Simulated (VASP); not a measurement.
# HgTe in VASP: a series of runs

Runs on HgTe. Level: PBE. Tasks: single point.

All numbers are computed with VASP 6.6.1; they aren't measurements. Logs are shortened: lines on timing, memory, paths and dates and some standing lists are left out, and cuts for length are marked.

### 1 The cell of the first run

It takes space group I-4m2 (No. 119, tetragonal). The conventional cell has a = 4.492 Å, b = 4.492 Å, c = 6.640 Å, α = 90.00°, β = 90.00°, γ = 90.00°. Hg (site symmetry -4m2) has 4 Te at 2.79 Å within 3.7 Å. Te (site symmetry -4m2) has 4 Hg at 2.79 Å within 3.7 Å.

### 2 Single point, PBE (z stretched by +3 % at fixed volume)

Input file INCAR:

```
ALGO     = Normal         # electronic algorithm
EDIFF    = 1E-6           # SCF threshold, eV
ENCUT    = 520            # plane-wave cutoff, eV
GGA      = PE             # functional
ISIF     = 2              # what is computed and relaxed
ISMEAR   = -1             # smearing method
LASPH    = T              # aspherical terms in the spheres
LCHARG   = F              # write CHGCAR
LREAL    = F              # projectors in reciprocal space
LWAVE    = F              # write WAVECAR
NBANDS   = 16             # bands
NELM     = 80             # most SCF steps
PREC     = Accurate       # precision mode
SIGMA    = 0.05           # smearing width, eV
```

Input file KPOINTS:

```
k-points
0
Gamma
  9 9 9
```

Input file POSCAR:

```
HgTe
1.0
    0.0000000000      3.1762089283      3.3202050000
    3.1762089283      0.0000000000      3.3202050000
    3.1762089283      3.1762089283      0.0000000000
Hg Te
1 1
Direct
    0.0000000000      0.0000000000      0.0000000000
    0.7500000000      0.7500000000      0.7500000000
```

Potentials or basis: VASP PAW PBE potentials, release 64 (Hg, Te).

Command:

```bash
cat potpaw_PBE.64/Hg/POTCAR potpaw_PBE.64/Te/POTCAR > POTCAR
mpirun -np 1 vasp_std > vasp.out
```

OUTCAR:

```text
EDIFF = 1E-6
   ENCUT = 520
   GGA = PE
   ISIF = 2
   ISMEAR = -1
   LASPH = T
   LREAL = F
   NELM = 80
   PREC = Accurate

 ion  position               nearest neighbor table
   1  0.000  0.000  0.000-   2 2.79   2 2.79   2 2.79   2 2.79
   2  0.750  0.750  0.750-   1 2.79   1 2.79   1 2.79   1 2.79

  LATTYP: Found a body centered tetragonal cell.
 ALAT       =     4.4918377433
 C/A-ratio  =     1.4783281097

  Lattice vectors:

 A1 = (  -3.1762089283,   0.0000000000,   3.3202050000)
 A2 = (   3.1762089283,   0.0000000000,   3.3202050000)
 A3 = (   0.0000000000,   3.1762089283,  -3.3202050000)

Analysis of symmetry for initial positions (statically):
=====================================================================
 Subroutine PRICEL returns:
 Original cell was already a primitive cell.

 Routine SETGRP: Setting up the symmetry group for a
 body centered tetragonal supercell.

 Subroutine GETGRP returns: Found  8 space group operations
 (whereof  8 operations were pure point group operations)
 out of a pool of 16 trial point group operations.

The static configuration has the point symmetry D_2d.

Analysis of symmetry for dynamics (positions and initial velocities):
=====================================================================
 Subroutine PRICEL returns:
 Original cell was already a primitive cell.

 Routine SETGRP: Setting up the symmetry group for a
 body centered tetragonal supercell.

 Subroutine GETGRP returns: Found  8 space group operations
 (whereof  8 operations were pure point group operations)
 out of a pool of 16 trial point group operations.

The dynamic configuration has the point symmetry D_2d.

 Subroutine INISYM returns: Found  8 space group operations
 (whereof  8 operations are pure point group operations),
 and found     1 'primitive' translations

----------------------------------------------------------------------------------------

                                     Primitive cell

  volume of cell :      66.9905

  direct lattice vectors                    reciprocal lattice vectors
     0.000000000  3.176208928  3.320205000    -0.157420375  0.157420375  0.150593111
     3.176208928  0.000000000  3.320205000     0.157420375 -0.157420375  0.150593111
     3.176208928  3.176208928  0.000000000     0.157420375  0.157420375 -0.150593111

  length of vectors
     4.594786654  4.594786654  4.491837743     0.268776178  0.268776178  0.268776178

  position of ions in fractional coordinates (direct lattice)
     0.000000000  0.000000000  0.000000000
     0.750000000  0.750000000  0.750000000

  ion indices of the primitive-cell ions
   primitive index   ion index
                 1           1
                 2           2

----------------------------------------------------------------------------------------

 KPOINTS: k-points

Automatic generation of k-mesh.
 Grid dimensions read from file:
 generate k-points for:    9    9    9

 Generating k-lattice:

  Cartesian coordinates                     Fractional coordinates (reciprocal lattice)
    -0.017491153  0.017491153  0.016732568     0.111111111  0.000000000  0.000000000
     0.017491153 -0.017491153  0.016732568     0.000000000  0.111111111  0.000000000
     0.017491153  0.017491153 -0.016732568     0.000000000  0.000000000  0.111111111

  Length of vectors
     0.029864020  0.029864020  0.029864020

  Shift w.r.t. Gamma in fractional coordinates (k-lattice)
     0.000000000  0.000000000  0.000000000

 Subroutine IBZKPT returns following result:
 ===========================================

 Found     75 irreducible k-points:

 Following reciprocal coordinates:
            Coordinates               Weight
  0.000000  0.000000  0.000000      1.000000
  0.111111  0.000000  0.000000      8.000000
  0.222222  0.000000  0.000000      8.000000
  0.333333 -0.000000  0.000000      8.000000
  0.444444  0.000000  0.000000      8.000000
  0.111111  0.111111  0.000000      2.000000
[... 16 lines left out ...]
 -0.333333  0.333333  0.000000      4.000000
  0.444444  0.444444  0.000000      2.000000
 [... further k-points ...]
   k-points           NKPTS =     75   k-points in BZ     NKDIM =     75   number of bands    NBANDS=     16
   number of dos      NEDOS =    301   number of ions     NIONS =      2
   total plane-waves  NPLWV =  46656
   dimension x,y,z NGX =    36 NGY =   36 NGZ =   36
   dimension x,y,z NGXF=    72 NGYF=   72 NGZF=   72
   ions per type =               1   1
   NGX,Y,Z   is equivalent  to a cutoff of  13.03, 13.03, 13.32 a.u.
   NGXF,Y,Z  is equivalent  to a cutoff of  26.05, 26.05, 26.65 a.u.
 SYSTEM =  unknown system
   PREC   = accura    normal or accurate (medium, high low for compatibility)
   ISTART =      0    job   : 0-new  1-cont  2-samecut
   ICHARG =      2    charge: 1-file 2-atom 10-const
   ISPIN  =      1    spin polarized calculation?
   LNONCOLLINEAR =      F non collinear calculations
   LSORBIT =      F    spin-orbit coupling
   LASPH  =      T    aspherical Exc in radial PAW
   ENCUT  =  520.0 eV  38.22 Ry    6.18 a.u.   8.54  8.54  8.35*2*pi/ulx,y,z
   NELM   =     80;   NELMIN=  2; NELMDL= -5     # of ELM steps
   EDIFF  = 0.1E-05   stopping-criterion for ELM
   LREAL  =      F    real-space projection
[... 7 lines left out ...]
   TEBEG  =    0.0;   TEEND  =   0.0 temperature during run
   PSTRESS=    0.0 pullay stress
   NELECT =      18.0000    total number of electrons
   NUPDOWN=      -1.0000    fix difference up-down
   EMIN   =  10.00;   EMAX   =-10.00  energy-range for DOS
   EFERMI =   0.00;   METHOD = LEGACY
   ISMEAR =    -1;   SIGMA  =   0.05  broadening in eV -4-tet -1-fermi 0-gaus
   EFERMI_NEDOS =   21; number of points for ismear=-14 and -15
   IALGO  =     38    algorithm
   IMIX   =      4    mixing-type and parameters
     AMIX     =   0.40;   BMIX     =  1.00
     AMIX_MAG =   1.60;   BMIX_MAG =  1.00
  volume/ion in A,a.u.               =      33.50       226.04
  Fermi-wavevector in a.u.,A,eV,Ry     =   1.056399  1.996305 15.183815  1.115979
  Thomas-Fermi vector in A             =   2.191633
   LORBIT       =      0    0 simple, 1 ext, 2 COOP (PROOUT), +10 PAW based schemes
   GGA     = PE    functional components
[... 5 lines left out ...]
 non-spin polarized calculation
  energy-cutoff  :      520.00
  volume of cell :       66.99
 maximum number of plane-waves:      1833
 NGX is ok and might be reduce to    36
   NGX = 17   NGY = 17   NGZ = 17

 number of electron      18.0000000 magnetization

 Free energy of the ion-electron system (eV)
  ---------------------------------------------------
  ext. energy  EPLUGINS =         0.00000000
  ---------------------------------------------------
  free energy    TOTEN  =        -3.56805726 eV

  energy without entropy =       -3.56764690  energy(sigma->0) =       -3.56785208

 E-fermi :   3.2681     XC(G=0):  -8.7816

 val. band max:        3.2314531932   @ k =   0.0000   0.0000   0.0000
 cond. band min:       3.7884113703   @ k =   0.1111   0.0000   0.0000
 fundamental gap:      0.5569581771
 Fermi energy:         3.2680800687

 k-point     1 :       0.0000    0.0000    0.0000
  band No.  band energies     occupation
      1      -8.8594      2.00000
      2      -4.2234      2.00000
      3      -4.2113      2.00000
      4      -4.2113      2.00000
      5      -3.6944      2.00000
      6      -3.6628      2.00000
[... 8 lines left out ...]
     15      12.3996      0.00000
     16      12.6759      0.00000

 k-point     2 :       0.1111    0.0000    0.0000
  band No.  band energies     occupation
      1      -8.7969      2.00000
      2      -4.2073      2.00000
      3      -4.1935      2.00000
      4      -4.1888      2.00000
      5      -3.6948      2.00000
      6      -3.6659      2.00000
[... 8 lines left out ...]
     15      11.7583      0.00000
     16      12.2056      0.00000

 k-point     3 :       0.2222    0.0000    0.0000
  band No.  band energies     occupation
      1      -8.6323      2.00000
      2      -4.1655      2.00000
      3      -4.1503      2.00000
      4      -4.0981      2.00000
      5      -3.6904      2.00000
      6      -3.6705      2.00000
[... 8 lines left out ...]
     15      11.6387      0.00000
     16      11.7715      0.00000

 k-point     4 :       0.3333   -0.0000    0.0000
  band No.  band energies     occupation
      1      -8.4333      2.00000
      2      -4.1261      2.00000
      3      -4.1063      2.00000
      4      -3.8701      2.00000
      5      -3.6726      2.00000
      6      -3.6678      2.00000
[... 8 lines left out ...]
     15      12.0612      0.00000
     16      12.1080      0.00000

 k-point     5 :       0.4444    0.0000    0.0000
  band No.  band energies     occupation
      1      -8.2962      2.00000
      2      -4.1061      2.00000
      3      -4.0818      2.00000
      4      -3.6642      2.00000
      5      -3.6599      2.00000
      6      -3.4758      2.00000
[... 8 lines left out ...]
     15      12.8879      0.00000
     16      13.0917      0.00000

 k-point     6 :       0.1111    0.1111    0.0000
  band No.  band energies     occupation
      1      -8.7790      2.00000
      2      -4.2143      2.00000
      3      -4.1772      2.00000
      4      -4.1772      2.00000
      5      -3.7076      2.00000
      6      -3.6567      2.00000
[... 8 lines left out ...]
     15      10.8592      0.00000
     16      13.0838      0.00000

 k-point     7 :       0.2222    0.1111    0.0000
  band No.  band energies     occupation
      1      -8.6502      2.00000
      2      -4.1801      2.00000
      3      -4.1332      2.00000
      4      -4.1194      2.00000
      5      -3.7150      2.00000
      6      -3.6533      2.00000
[... 8 lines left out ...]
     15      11.6985      0.00000
     16      12.6054      0.00000

 k-point     8 :       0.3333    0.1111    0.0000
  band No.  band energies     occupation
      1      -8.4615      2.00000
      2      -4.1314      2.00000
      3      -4.0858      2.00000
      4      -3.9547      2.00000
      5      -3.7025      2.00000
      6      -3.6512      2.00000
[... 8 lines left out ...]
     15      11.9345      0.00000
     16      12.6199      0.00000

 k-point     9 :       0.4444    0.1111    0.0000
  band No.  band energies     occupation
      1      -8.2997      2.00000
      2      -4.1026      2.00000
      3      -4.0582      2.00000
      4      -3.7095      2.00000
      5      -3.6515      2.00000
      6      -3.5809      2.00000
[... 8 lines left out ...]
     15      12.4494      0.00000
     16      13.1899      0.00000
[... 172 lines left out ...]
 k-point    19 :      -0.2222    0.2222    0.0000
  band No.  band energies     occupation
      1      -8.3571      2.00000
      2      -4.0878      2.00000
      3      -4.0777      2.00000
      4      -3.8841      2.00000
      5      -3.6946      2.00000
      6      -3.5978      2.00000
[... 8 lines left out ...]
     15      12.7850      0.00000
     16      13.1672      0.00000

 k-point    20 :       0.3333    0.3333    0.0000
  band No.  band energies     occupation
      1      -8.3014      2.00000
      2      -4.0795      2.00000
      3      -3.9673      2.00000
      4      -3.9673      2.00000
      5      -3.6707      2.00000
      6      -3.6238      2.00000
[... 8 lines left out ...]
     15      13.4109      0.00000
     16      14.6407      0.00000

 k-point    21 :       0.4444    0.3333    0.0000
  band No.  band energies     occupation
      1      -8.1839      2.00000
      2      -4.0427      2.00000
      3      -3.9266      2.00000
      4      -3.8934      2.00000
      5      -3.6230      2.00000
      6      -3.5158      2.00000
[... 8 lines left out ...]
     15      13.6680      0.00000
     16      14.7749      0.00000

 k-point    22 :      -0.4444    0.3333    0.0000
  band No.  band energies     occupation
      1      -8.1164      2.00000
      2      -4.0333      2.00000
      3      -3.9248      2.00000
      4      -3.8020      2.00000
      5      -3.6409      2.00000
      6      -3.2458      2.00000
[... 8 lines left out ...]
     15      13.2898      0.00000
     16      14.7285      0.00000

 k-point    23 :      -0.3333    0.3333    0.0000
  band No.  band energies     occupation
      1      -8.1321      2.00000
      2      -4.0436      2.00000
      3      -3.9628      2.00000
      4      -3.7331      2.00000
      5      -3.6675      2.00000
      6      -3.2354      2.00000
[... 8 lines left out ...]
     15      12.3564      0.00000
     16      14.6041      0.00000

 k-point    24 :       0.4444    0.4444    0.0000
  band No.  band energies     occupation
      1      -8.1165      2.00000
      2      -4.0333      2.00000
      3      -3.8815      2.00000
      4      -3.8815      2.00000
      5      -3.6123      2.00000
      6      -3.3806      2.00000
[... 8 lines left out ...]
     15      13.5650      0.00000
     16      15.0659      0.00000

 [... further k-points ...]

------------------------ aborting loop because EDIFF is reached ----------------------------------------

  FORCE on cell =-STRESS in cart. coord.  units (eV):
  Direction    XX          YY          ZZ          XY          YZ          ZX
  --------------------------------------------------------------------------------------
  -------------------------------------------------------------------------------------
  Total        1.7996026      1.7996026      1.5530853      0.0000000      0.0000000     -0.0000000
  in kB       43.0401885     43.0401885     37.1443600      0.0000000      0.0000000     -0.0000000
  external PRESSURE =      41.0749123 kB  Pullay stress =       0.0000000 kB

 VOLUME and BASIS-vectors are now :
 -----------------------------------------------------------------------------
  energy-cutoff  :      520.00
  volume of cell :       66.99
      direct lattice vectors                 reciprocal lattice vectors
     0.000000000  3.176208928  3.320205000    -0.157420375  0.157420375  0.150593111
     3.176208928  0.000000000  3.320205000     0.157420375 -0.157420375  0.150593111
     3.176208928  3.176208928  0.000000000     0.157420375  0.157420375 -0.150593111

 POSITION                                       TOTAL-FORCE (eV/Angst)
 -----------------------------------------------------------------------------------
      0.00000      0.00000      0.00000        -0.000000     -0.000000     -0.000000
      4.76431      4.76431      4.98031         0.000000      0.000000      0.000000
 -----------------------------------------------------------------------------------
    total drift:                                0.000000      0.000000     -0.000000

  FREE ENERGIE OF THE ION-ELECTRON SYSTEM (eV)
  ---------------------------------------------------
  free  energy   TOTEN  =        -3.5680572585 eV

  energy  without entropy=       -3.5676468978  energy(sigma->0) =       -3.56785208
```

It took 83 s on 1 thread of Intel Xeon Platinum 8259CL at 2.50GHz (Skylake/Cascade Lake), shared host; peak memory 0.25 GiB.

What came out:

```
Free energy            : -3.5681 eV
Pressure               : 4.1 GPa
Band gap on the k mesh : zero (filled and empty bands touch)
```

Caveat: spin-orbit coupling is left out, which moves the levels of the heavy elements.

### 3 Single point, PBE (atom 1 (Hg) moved by [0.028868, 0.028868, 0.028868] A)

Input file INCAR:

```
  PREC = Accurate
  ENCUT = 520
  EDIFF = 1E-7
  ISMEAR = -1
  SIGMA = 0.05
  LREAL = F
  LASPH = T
  NELM = 60
  ALGO = Normal
  ISIF = 2
  LWAVE = F
  LCHARG = F
  GGA = PE
  NBANDS = 16
```

Input file KPOINTS:

```
Automatic mesh
0
Gamma
  9 9 9
```

Input file POSCAR:

```
HgTe
1.0
    0.0000000000      3.2235000000      3.2235000000
    3.2235000000      0.0000000000      3.2235000000
    3.2235000000      3.2235000000      0.0000000000
Hg Te
1 1
Direct
    0.0044777416      0.0044777416      0.0044777416
    0.7500000000      0.7500000000      0.7500000000
```

Potentials or basis: VASP PAW PBE potentials, release 64 (Hg, Te).

Command:

```bash
cat potpaw_PBE.64/Hg/POTCAR potpaw_PBE.64/Te/POTCAR > POTCAR
mpirun -np 1 vasp_std > vasp.out
```

Run time: 1.7 min. Hardware: 1 thread of Intel Xeon Platinum 8259CL at 2.50GHz (Skylake/Cascade Lake), shared host; peak memory 0.26 GiB.

The run converged. Its results:

| Quantity | Value |
| --- | --- |
| Free energy | -3.5667 eV |
| Pressure | 4.2 GPa |
| Largest force | 0.188 eV/Å |

Forces on the atoms (eV/Å):
```
Hg  -0.108 -0.108 -0.108
Te   0.108  0.108  0.108
```

Stress tensor (GPa, compression positive):
```
 4.19 -0.43 -0.43
-0.43  4.19 -0.43
-0.43 -0.43  4.19
```

Levels at points of the mesh, in eV from the Fermi level:
```
           k point  band 6  band 7  band 8  band 9  band 10  band 11  band 12  band 13
(0.00, 0.00, 0.00)   -6.93   -0.77   -0.08   -0.08    -0.04     4.12     4.17     4.17
```

Caveat: the cell differs from its parent crystal (atom 1 (Hg) moved by [0.028868, 0.028868, 0.028868] A); spin-orbit coupling is left out, which moves the levels of the heavy elements.

### 4 Single point, PBE (volume scaled by 0.9405)

Input file INCAR:

```
PREC     = Accurate       # precision mode
ENCUT    = 520            # plane-wave cutoff, eV
EDIFF    = 1E-7           # SCF threshold, eV
ISMEAR   = -1             # smearing method
SIGMA    = 0.05           # smearing width, eV
LREAL    = F              # projectors in reciprocal space
LASPH    = T              # aspherical terms in the spheres
NELM     = 60             # most SCF steps
ALGO     = Normal         # electronic algorithm
ISIF     = 2              # what is computed and relaxed
LWAVE    = F              # write WAVECAR
LCHARG   = F              # write CHGCAR
GGA      = PE             # functional
NBANDS   = 16             # bands
```

Input file KPOINTS:

```
regular mesh
0
Gamma
  9 9 9
```

Input file POSCAR:

```
HgTe
1.0
    0.0000000000      3.1582555974      3.1582555974
    3.1582555974      0.0000000000      3.1582555974
    3.1582555974      3.1582555974      0.0000000000
Hg Te
1 1
Direct
    0.0000000000      0.0000000000      0.0000000000
    0.7500000000      0.7500000000      0.7500000000
```

Command:

```bash
cat potpaw_PBE.64/Hg/POTCAR potpaw_PBE.64/Te/POTCAR > POTCAR
mpirun -np 1 vasp_std > vasp.out
```

It took 32 s on 1 thread of Intel Xeon Platinum 8488C (Sapphire Rapids), shared host; peak memory 0.21 GiB.

It converged, with:

- Free energy: -3.4220 eV
- Pressure: 8.0 GPa
- Band gap on the k mesh: zero (filled and empty bands touch)

Levels at points of the mesh, in eV from the Fermi level:
| k point | band 7 | band 8 | band 9 | band 10 | band 11 | band 12 |
| --- | --- | --- | --- | --- | --- | --- |
| (0.00, 0.00, 0.00) | -0.60 | -0.05 | -0.05 | -0.05 | 4.04 | 4.04 |

Caveat: spin-orbit coupling is left out, which moves the levels of the heavy elements.

### 5 Summary

| cell | gap on the mesh (eV) | pressure (GPa) |
| --- | --- | --- |
| a = 4.595, b = 4.595, c = 4.492 Å, angles 60.7, 60.7, 58.5°, 2 atoms | none | 4.1 |
| a = 4.559 Å, angles 60.0°, 2 atoms | - | 4.2 |
| a = 4.466 Å, angles 60.0°, 2 atoms | none | 8.0 |

Alike in all rows: task single point; level PBE; potentials or basis VASP PAW PBE potentials, release 64 (Hg, Te); no spin polarisation; k mesh 9 × 9 × 9; cutoff (eV) 520; smearing fermi-dirac 0.05 eV.

Caveats: spin-orbit coupling is left out, which moves the levels of the heavy elements.

Total energies depend on the potentials used, so only differences within one code and one set of settings carry meaning.
